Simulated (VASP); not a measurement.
# AlCu (Cmmm) in VASP: a series of runs

AlCu is run at these levels: PBEsol; tasks: single point.

Program: VASP 6.6.1. These are calculated values, not measurements. Logs are shortened: lines on timing, memory, paths and dates and some standing lists are left out, and cuts for length are marked.

## 1. The cell of the first run

Symmetry: Cmmm, No. 65, orthorhombic system. Conventional cell: a = 4.149 Å, b = 4.212 Å, c = 2.956 Å, α = 90.00°, β = 90.00°, γ = 90.00°. Within 3.4 Å of Al (site symmetry mmm) lie 8 Cu at 2.55 to 2.57 Å and 6 Al at 2.96 Å. Cu (site symmetry mmm) has 8 Al at 2.55 to 2.57 Å and 6 Cu at 2.96 Å within 3.4 Å.

## 2. Single point, PBEsol (strain +0.0150 x Voigt [0, 0, 0, 0, 0, 1])

INCAR

```
PREC     = Accurate       # precision mode
ENCUT    = 520            # plane-wave cutoff, eV
EDIFF    = 1E-7           # SCF threshold, eV
ISMEAR   = 0              # smearing method
SIGMA    = 0.15           # smearing width, eV
LREAL    = False          # projectors in reciprocal space
LASPH    = True           # aspherical terms in the spheres
NELM     = 60             # most SCF steps
ALGO     = Fast           # electronic algorithm
ISIF     = 2              # what is computed and relaxed
LWAVE    = False          # write WAVECAR
LCHARG   = False          # write CHGCAR
GGA      = PS             # functional
NBANDS   = 14             # bands
```

KPOINTS

```
regular mesh
0
Gamma
  20 20 20
```

POSCAR

```
AlCu
1.0
    2.9560037103      0.0221700278      0.0000000000
    0.0221700278      2.9560037103      0.0000000000
    0.0000000000      0.0000000000      2.9560037103
Al Cu
1 1
Direct
    0.0000000000      0.0000000000      0.0000000000
    0.5000000000      0.5000000000      0.5000000000
```

Potentials or basis: VASP PAW PBE potentials, release 64 (Al, Cu).

Run with:

```sh
$ cat potpaw_PBE.64/Al/POTCAR potpaw_PBE.64/Cu/POTCAR > POTCAR
$ mpirun -np 1 vasp_std > vasp.out
```

OUTCAR:

```text
PREC = Accurate
   ENCUT = 520
   EDIFF = 1E-7
   ISMEAR = 0
   LREAL = False
   LASPH = True
   NELM = 60
   ISIF = 2
   GGA = PS

 ion  position               nearest neighbor table
   1  0.000  0.000  0.000-   2 2.55   2 2.55   2 2.55   2 2.55   2 2.57   2 2.57   2 2.57   2 2.57

   2  0.500  0.500  0.500-   1 2.55   1 2.55   1 2.55   1 2.55   1 2.57   1 2.57   1 2.57   1 2.57

  LATTYP: Found a base centered orthorhombic cell.
 ALAT       =     4.1490673835
 B/A-ratio  =     1.0151133501
 C/A-ratio  =     0.7124501574

  Lattice vectors:

 A1 = (  -0.0221700278,  -2.9560037103,   0.0000000000)
 A2 = (   2.9560037103,   0.0221700278,   0.0000000000)
 A3 = (   0.0000000000,   0.0000000000,   2.9560037103)

Analysis of symmetry for initial positions (statically):
=====================================================================
 Subroutine PRICEL returns:
 Original cell was already a primitive cell.

 Routine SETGRP: Setting up the symmetry group for a
 base centered orthorhombic supercell.

 Subroutine GETGRP returns: Found  8 space group operations
 (whereof  8 operations were pure point group operations)
 out of a pool of  8 trial point group operations.

The static configuration has the point symmetry D_2h.

Analysis of symmetry for dynamics (positions and initial velocities):
=====================================================================
 Subroutine PRICEL returns:
 Original cell was already a primitive cell.

 Routine SETGRP: Setting up the symmetry group for a
 base centered orthorhombic supercell.

 Subroutine GETGRP returns: Found  8 space group operations
 (whereof  8 operations were pure point group operations)
 out of a pool of  8 trial point group operations.

The dynamic configuration has the point symmetry D_2h.

 Subroutine INISYM returns: Found  8 space group operations
 (whereof  8 operations are pure point group operations),
 and found     1 'primitive' translations

----------------------------------------------------------------------------------------

                                     Primitive cell

  volume of cell :      25.8280

  direct lattice vectors                    reciprocal lattice vectors
     2.956003710  0.022170028  0.000000000     0.338313599 -0.002537352  0.000000000
     0.022170028  2.956003710  0.000000000    -0.002537352  0.338313599  0.000000000
     0.000000000  0.000000000  2.956003710     0.000000000  0.000000000  0.338294569

  length of vectors
     2.956086847  2.956086847  2.956003710     0.338323114  0.338323114  0.338294569

  position of ions in fractional coordinates (direct lattice)
     0.000000000  0.000000000  0.000000000
     0.500000000  0.500000000  0.500000000

  ion indices of the primitive-cell ions
   primitive index   ion index
                 1           1
                 2           2

----------------------------------------------------------------------------------------

 KPOINTS: regular mesh

Automatic generation of k-mesh.
 Grid dimensions read from file:
 generate k-points for:   20   20   20

 Generating k-lattice:

  Cartesian coordinates                     Fractional coordinates (reciprocal lattice)
     0.016915680 -0.000126868  0.000000000     0.050000000 -0.000000000  0.000000000
    -0.000126868  0.016915680  0.000000000    -0.000000000  0.050000000  0.000000000
     0.000000000  0.000000000  0.016914728     0.000000000  0.000000000  0.050000000

  Length of vectors
     0.016916156  0.016916156  0.016914728

  Shift w.r.t. Gamma in fractional coordinates (k-lattice)
     0.000000000  0.000000000  0.000000000

 Subroutine IBZKPT returns following result:
 ===========================================

 Found   1221 irreducible k-points:

 Following reciprocal coordinates:
            Coordinates               Weight
  0.000000  0.000000  0.000000      1.000000
  0.050000  0.000000  0.000000      4.000000
  0.100000  0.000000  0.000000      4.000000
  0.150000  0.000000  0.000000      4.000000
  0.200000  0.000000  0.000000      4.000000
  0.250000  0.000000  0.000000      4.000000
[... 16 lines left out ...]
 -0.400000  0.050000  0.000000      4.000000
 -0.350000  0.050000  0.000000      4.000000
 [... further k-points ...]
   k-points           NKPTS =   1221   k-points in BZ     NKDIM =   1221   number of bands    NBANDS=     14
   number of dos      NEDOS =    301   number of ions     NIONS =      2
   total plane-waves  NPLWV =  13824
   dimension x,y,z NGX =    24 NGY =   24 NGZ =   24
   dimension x,y,z NGXF=    48 NGYF=   48 NGZF=   48
   ions per type =               1   1
   NGX,Y,Z   is equivalent  to a cutoff of  13.50, 13.50, 13.50 a.u.
   NGXF,Y,Z  is equivalent  to a cutoff of  26.99, 26.99, 27.00 a.u.
 SYSTEM =  unknown system
   PREC   = accura    normal or accurate (medium, high low for compatibility)
   ISTART =      0    job   : 0-new  1-cont  2-samecut
   ICHARG =      2    charge: 1-file 2-atom 10-const
   ISPIN  =      1    spin polarized calculation?
   LNONCOLLINEAR =      F non collinear calculations
   LSORBIT =      F    spin-orbit coupling
   LASPH  =      T    aspherical Exc in radial PAW
   ENCUT  =  520.0 eV  38.22 Ry    6.18 a.u.   5.50  5.50  5.50*2*pi/ulx,y,z
   NELM   =     60;   NELMIN=  2; NELMDL= -5     # of ELM steps
   EDIFF  = 0.1E-06   stopping-criterion for ELM
   LREAL  =      F    real-space projection
   EDIFFG = 0.1E-05   stopping-criterion for IOM
   NSW    =      0    number of steps for IOM
   IBRION =     -1    ionic relax: 0-MD 1-quasi-New 2-CG
   NFREE  =      0    steps in history (QN), initial steepest desc. (CG)
   ISIF   =      2    stress and relaxation
   ISYM   =      2    0-nonsym 1-usesym 2-fastsym
   POTIM  = 0.5000    time-step for ionic-motion
   TEBEG  =    0.0;   TEEND  =   0.0 temperature during run
   PSTRESS=    0.0 pullay stress
   NELECT =      14.0000    total number of electrons
   NUPDOWN=      -1.0000    fix difference up-down
   EMIN   =  10.00;   EMAX   =-10.00  energy-range for DOS
   EFERMI =   0.00;   METHOD = LEGACY
   ISMEAR =     0;   SIGMA  =   0.15  broadening in eV -4-tet -1-fermi 0-gaus
   EFERMI_NEDOS =   21; number of points for ismear=-14 and -15
   IALGO  =     68    algorithm
   IMIX   =      4    mixing-type and parameters
     AMIX     =   0.40;   BMIX     =  1.00
     AMIX_MAG =   1.60;   BMIX_MAG =  1.00
  volume/ion in A,a.u.               =      12.91        87.15
  Fermi-wavevector in a.u.,A,eV,Ry     =   1.334814  2.522432 24.241878  1.781728
  Thomas-Fermi vector in A             =   2.463566
   LORBIT       =      0    0 simple, 1 ext, 2 COOP (PROOUT), +10 PAW based schemes
   GGA     = PS    functional components
   LHFCALC =     F    Hartree Fock is set to
   AEXX    =    0.0000 exact exchange contribution
   IVDW    =     0    specifies the selected vdW correction
   LEPSILON=     F    determine dielectric tensor
   LRPA    =     F    only Hartree local field effects (RPA)
 non-spin polarized calculation
 RMM-DIIS sequential band-by-band and
 Gauss-broadening in eV      SIGMA  =   0.15
  energy-cutoff  :      520.00
  volume of cell :       25.83
 maximum number of plane-waves:       731
 NGX is ok and might be reduce to    24
   NGX = 11   NGY = 11   NGZ = 11

 number of electron      14.0000015 magnetization

 Free energy of the ion-electron system (eV)
  ---------------------------------------------------
  ext. energy  EPLUGINS =         0.00000000
  ---------------------------------------------------
  free energy    TOTEN  =        -8.71272336 eV

  energy without entropy =       -8.70497026  energy(sigma->0) =       -8.70884681

 E-fermi :   9.5051     XC(G=0): -11.8067

 val. band max:        9.5034499429   @ k =   0.5000   0.5000   0.0500
 cond. band min:       9.5077036565   @ k =   0.5000   0.3500   0.5000
 fundamental gap:      0.0042537136
 Fermi energy:         9.5050534453

 k-point     1 :       0.0000    0.0000    0.0000
  band No.  band energies     occupation
      1      -2.3301      2.00000
      2       4.3797      2.00000
      3       4.3808      2.00000
      4       5.4485      2.00000
      5       5.4647      2.00000
      6       5.4810      2.00000
      7      13.3670      0.00000
      8      13.4222      0.00000
      9      13.4833      0.00000
     10      15.8674      0.00000
     11      15.8690      0.00000
     12      20.0971      0.00000
     13      28.2259      0.00000
     14      28.2726      0.00000

 k-point     2 :       0.0500    0.0000    0.0000
  band No.  band energies     occupation
      1      -2.2865      2.00000
      2       4.3830      2.00000
      3       4.3868      2.00000
      4       5.4415      2.00000
      5       5.4521      2.00000
      6       5.4768      2.00000
      7      12.8331      0.00000
      8      13.4750      0.00000
      9      13.4819      0.00000
     10      15.8822      0.00000
     11      16.3857      0.00000
     12      20.2718      0.00000
     13      27.5981      0.00000
     14      27.6445      0.00000

 k-point     3 :       0.1000    0.0000    0.0000
  band No.  band energies     occupation
      1      -2.1561      2.00000
      2       4.3876      2.00000
      3       4.4065      2.00000
      4       5.4116      2.00000
      5       5.4161      2.00000
      6       5.4746      2.00000
      7      11.7225      0.00000
      8      13.6318      0.00000
      9      13.6349      0.00000
     10      15.9254      0.00000
     11      17.2469      0.00000
     12      20.8370      0.00000
     13      26.4439      0.00000
     14      26.4961      0.00000
[... 324 lines left out ...]
 k-point    23 :      -0.4000    0.0500    0.0000
  band No.  band energies     occupation
      1       0.4042      2.00000
      2       3.1459      2.00000
      3       4.6434      2.00000
      4       5.0426      2.00000
      5       5.0461      2.00000
      6       5.5055      2.00000
      7       6.4965      2.00000
      8      15.3886      0.00000
      9      16.4953      0.00000
     10      17.2084      0.00000
     11      19.5612      0.00000
     12      19.8218      0.00000
     13      20.9014      0.00000
     14      23.2461      0.00000

 k-point    24 :      -0.3500    0.0500    0.0000
  band No.  band energies     occupation
      1      -0.2031      2.00000
      2       3.7012      2.00000
      3       4.6099      2.00000
      4       5.0850      2.00000
      5       5.0928      2.00000
      6       5.4993      2.00000
      7       6.8800      2.00000
      8      14.8639      0.00000
      9      15.8396      0.00000
     10      17.0465      0.00000
     11      20.3162      0.00000
     12      20.4800      0.00000
     13      20.7938      0.00000
     14      23.8299      0.00000

 [... further k-points ...]
[... 5 lines left out ...]
  --------------------------------------------------------------------------------------
  -------------------------------------------------------------------------------------
  Total        0.0763720      0.0763720      0.0664644     -0.1051127      0.0000000      0.0000000
  in kB        4.7375538      4.7375538      4.1229613     -6.5204146      0.0000000      0.0000000
  external PRESSURE =       4.5326896 kB  Pullay stress =       0.0000000 kB

 VOLUME and BASIS-vectors are now :
 -----------------------------------------------------------------------------
  energy-cutoff  :      520.00
  volume of cell :       25.83
      direct lattice vectors                 reciprocal lattice vectors
     2.956003710  0.022170028  0.000000000     0.338313599 -0.002537352  0.000000000
     0.022170028  2.956003710  0.000000000    -0.002537352  0.338313599  0.000000000
     0.000000000  0.000000000  2.956003710     0.000000000  0.000000000  0.338294569

 POSITION                                       TOTAL-FORCE (eV/Angst)
 -----------------------------------------------------------------------------------
      0.00000      0.00000      0.00000        -0.000000      0.000000      0.000000
      1.48909      1.48909      1.47800         0.000000      0.000000      0.000000
 -----------------------------------------------------------------------------------
    total drift:                                0.000000      0.000000     -0.000000

  FREE ENERGIE OF THE ION-ELECTRON SYSTEM (eV)
  ---------------------------------------------------
  free  energy   TOTEN  =        -8.7127233563 eV

  energy  without entropy=       -8.7049702632  energy(sigma->0) =       -8.70884681
```

Wall time 3 min (1 thread of Intel Xeon 6975P-C (Granite Rapids), shared host); peak memory 0.54 GiB.

What came out:

| Quantity | Value |
| --- | --- |
| Free energy | -8.7127 eV |
| Pressure | 0.5 GPa |
| Band gap on the k mesh | zero (band 7 reaches 13.37 eV, above the bottom of band 8 at 8.62 eV) |

Caveat: the cell differs from its parent crystal (strain +0.0150 x Voigt [0, 0, 0, 0, 0, 1]); the PAW data sets were made with another functional, which shifts forces and pressure a little.

## 3. Single point, PBEsol (strain +0.0375 x Voigt [0, 0, 0, 0, 0, 1])

INCAR

```
ALGO = Fast
EDIFF = 1E-6
ENCUT = 520
GGA = PS
ISIF = 2
ISMEAR = 0
LASPH = True
LCHARG = False
LREAL = False
LWAVE = False
NBANDS = 14
NELM = 100
PREC = Accurate
SIGMA = 0.15
```

KPOINTS

```
k-points
0
Gamma
  20 20 20
```

POSCAR

```
AlCu
1.0
    2.9560037103      0.0554250696      0.0000000000
    0.0554250696      2.9560037103      0.0000000000
    0.0000000000      0.0000000000      2.9560037103
Al Cu
1 1
Direct
    0.0000000000      0.0000000000      0.0000000000
    0.5000000000      0.5000000000      0.5000000000
```

Potentials or basis: VASP PAW PBE potentials, release 64 (Al, Cu).

Run with:

```sh
$ cat potpaw_PBE.64/Al/POTCAR potpaw_PBE.64/Cu/POTCAR > POTCAR
$ mpirun -np 1 vasp_std > vasp.out
```

OUTCAR:

```text
EDIFF = 1E-6
   ENCUT = 520
   GGA = PS
   ISIF = 2
   ISMEAR = 0
   LASPH = True
   LREAL = False
   NELM = 100
   PREC = Accurate

 ion  position               nearest neighbor table
   1  0.000  0.000  0.000-   2 2.53   2 2.53   2 2.53   2 2.53   2 2.59   2 2.59   2 2.59   2 2.59

   2  0.500  0.500  0.500-   1 2.53   1 2.53   1 2.53   1 2.53   1 2.59   1 2.59   1 2.59   1 2.59

  LATTYP: Found a base centered orthorhombic cell.
 ALAT       =     4.1020376524
 B/A-ratio  =     1.0382165605
 C/A-ratio  =     0.7206183757

  Lattice vectors:

 A1 = (  -0.0554250696,  -2.9560037103,   0.0000000000)
 A2 = (   2.9560037103,   0.0554250696,   0.0000000000)
 A3 = (   0.0000000000,   0.0000000000,   2.9560037103)

Analysis of symmetry for initial positions (statically):
=====================================================================
 Subroutine PRICEL returns:
 Original cell was already a primitive cell.

 Routine SETGRP: Setting up the symmetry group for a
 base centered orthorhombic supercell.

 Subroutine GETGRP returns: Found  8 space group operations
 (whereof  8 operations were pure point group operations)
 out of a pool of  8 trial point group operations.

The static configuration has the point symmetry D_2h.

Analysis of symmetry for dynamics (positions and initial velocities):
=====================================================================
 Subroutine PRICEL returns:
 Original cell was already a primitive cell.

 Routine SETGRP: Setting up the symmetry group for a
 base centered orthorhombic supercell.

 Subroutine GETGRP returns: Found  8 space group operations
 (whereof  8 operations were pure point group operations)
 out of a pool of  8 trial point group operations.

The dynamic configuration has the point symmetry D_2h.

 Subroutine INISYM returns: Found  8 space group operations
 (whereof  8 operations are pure point group operations),
 and found     1 'primitive' translations

[... 117 lines left out ...]
  Thomas-Fermi vector in A             =   2.463687
   LORBIT       =      0    0 simple, 1 ext, 2 COOP (PROOUT), +10 PAW based schemes
   GGA     = PS    functional components
   LHFCALC =     F    Hartree Fock is set to
   AEXX    =    0.0000 exact exchange contribution
   IVDW    =     0    specifies the selected vdW correction
   LEPSILON=     F    determine dielectric tensor
   LRPA    =     F    only Hartree local field effects (RPA)
 non-spin polarized calculation
 RMM-DIIS sequential band-by-band and
 Gauss-broadening in eV      SIGMA  =   0.15
  energy-cutoff  :      520.00
  volume of cell :       25.82
 maximum number of plane-waves:       723
 NGX is ok and might be reduce to    24
   NGX = 11   NGY = 11   NGZ = 11

 number of electron      14.0000018 magnetization

 Free energy of the ion-electron system (eV)
  ---------------------------------------------------
  ext. energy  EPLUGINS =         0.00000000
  ---------------------------------------------------
  free energy    TOTEN  =        -8.70836067 eV

  energy without entropy =       -8.70098399  energy(sigma->0) =       -8.70467233

 E-fermi :   9.4967     XC(G=0): -11.8074

 val. band max:        9.4936542206   @ k =  -0.4500   0.1500   0.4000
 cond. band min:       9.5021748738   @ k =  -0.4000   0.0500   0.3500
 fundamental gap:      0.0085206532
 Fermi energy:         9.4966570985

 k-point     1 :       0.0000    0.0000    0.0000
  band No.  band energies     occupation
      1      -2.3285      2.00000
      2       4.3793      2.00000
      3       4.3863      2.00000
      4       5.4254      2.00000
      5       5.4661      2.00000
      6       5.5060      2.00000
      7      13.2968      0.00000
      8      13.4234      0.00000
      9      13.5873      0.00000
     10      15.8749      0.00000
     11      15.8850      0.00000
     12      20.1103      0.00000
     13      28.0897      0.00000
     14      28.2280      0.00000
[... 377 lines left out ...]
      1      -0.1861      2.00000
      2       3.6951      2.00000
      3       4.6085      2.00000
      4       5.0880      2.00000
      5       5.0899      2.00000
      6       5.5033      2.00000
      7       6.8787      2.00000
      8      14.6804      0.00000
      9      15.8595      0.00000
     10      17.1599      0.00000
     11      20.4540      0.00000
     12      20.6811      0.00000
     13      20.7766      0.00000
     14      23.7891      0.00000

 [... further k-points ...]
[... 5 lines left out ...]
  --------------------------------------------------------------------------------------
  -------------------------------------------------------------------------------------
  Total        0.0367551      0.0367551     -0.0451934     -0.2896849      0.0000000      0.0000000
  in kB        2.2806864      2.2806864     -2.8042918    -17.9752209      0.0000000      0.0000000
  external PRESSURE =       0.5856937 kB  Pullay stress =       0.0000000 kB

 VOLUME and BASIS-vectors are now :
 -----------------------------------------------------------------------------
  energy-cutoff  :      520.00
  volume of cell :       25.82
      direct lattice vectors                 reciprocal lattice vectors
     2.956003710  0.055425070  0.000000000     0.338413542 -0.006345254  0.000000000
     0.055425070  2.956003710  0.000000000    -0.006345254  0.338413542  0.000000000
     0.000000000  0.000000000  2.956003710     0.000000000  0.000000000  0.338294569

 POSITION                                       TOTAL-FORCE (eV/Angst)
 -----------------------------------------------------------------------------------
      0.00000      0.00000      0.00000         0.000000      0.000000      0.000000
      1.50571      1.50571      1.47800        -0.000000      0.000000      0.000000
 -----------------------------------------------------------------------------------
    total drift:                                0.000000      0.000000     -0.000000

  FREE ENERGIE OF THE ION-ELECTRON SYSTEM (eV)
  ---------------------------------------------------
  free  energy   TOTEN  =        -8.7083606657 eV

  energy  without entropy=       -8.7009839861  energy(sigma->0) =       -8.70467233
```

Run time: 2.2 min. Hardware: 1 thread of Intel Xeon 6975P-C (Granite Rapids), shared host; peak memory 0.53 GiB.

What came out:

```yaml
Free_energy: -8.7084 eV
Pressure: 0.1 GPa
Band_gap_on_the_k_mesh: zero (band 7 reaches 13.30 eV, above the bottom of band 8 at 8.55 eV)
```

Stress tensor (GPa, compression positive):
```
 0.23 -1.80  0.00
-1.80  0.23  0.00
 0.00  0.00 -0.28
```

Caveat: the cell differs from its parent crystal (strain +0.0375 x Voigt [0, 0, 0, 0, 0, 1]); the PAW data sets were made with another functional, which shifts forces and pressure a little.

[end of part 1 of 3]
